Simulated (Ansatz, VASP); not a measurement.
## BaS: VASP beside Ansatz

INCAR

```
PREC = Accurate
ENCUT = 520
EDIFF = 1E-8
ISMEAR = -1
SIGMA = 0.02
LREAL = F
LASPH = T
NELM = 80
ALGO = Normal
ISIF = 2
LWAVE = F
LCHARG = F
GGA = PS
LEFG = T
NBANDS = 15
```

KPOINTS

```
regular mesh
0
Gamma
  8 8 8
```

Contents of POSCAR:

```
BaS
1.0
    0.0000000000      3.2201458251      3.2201458251
    3.2201458251      0.0000000000      3.2201458251
    3.2201458251      3.2201458251      0.0000000000
Ba S
1 1
Direct
    0.0000000000      0.0000000000      0.0000000000
    0.5000000000      0.5000000000      0.5000000000
```

Input for Ansatz:

```yaml
crystal:
  lattice:
    - [0.0, 3.2201458251, 3.2201458251]
    - [3.2201458251, 0.0, 3.2201458251]
    - [3.2201458251, 3.2201458251, 0.0]
  atoms:
    - { symbol: Ba, position: [0.0, 0.0, 0.0] }
    - { symbol: S, position: [0.5, 0.5, 0.5] }
kpoints:
  mp_grid: { grid: [8, 8, 8] }
scf:
  occupations: { method: fermi_dirac, width: 0.02 }
hamiltonian:
  xc: pbesol
  pseudopotentials: { kind: paw }
output:
  forces: true
  stress: true
  eigenvalues: true
  efg: { contact_densities: true }
```

Change from the starting cell: volume scaled by 1.025, PAW files.

Alike in both runs: task electric field gradients; functional PBEsol; k mesh 8 × 8 × 8; occupations fermi-dirac, width 0.02 eV; no spin polarisation.

|  | VASP | Ansatz |
| --- | --- | --- |
| version | VASP 6.6.1 | Ansatz 0.2.0 |
| potentials or method | VASP PAW PBE potentials, release 64 (Ba_sv, S) | PAW with Ansatz's default frozen-core files, scalar-relativistic |
| plane-wave cutoff (eV) | 520 | 420 |
| valence electrons in the cell | 16 | 16 |

|  | VASP | Ansatz | Ansatz less VASP |
| --- | --- | --- | --- |
| gap on the k mesh at the Fermi level (eV) | 2.03 | 2.12 | +0.093 |
| pressure (GPa) | -1.5 | -2.1 | -0.56 |

VASP's potentials were made for PBE, not for PBEsol.

Spin-orbit coupling is off throughout.
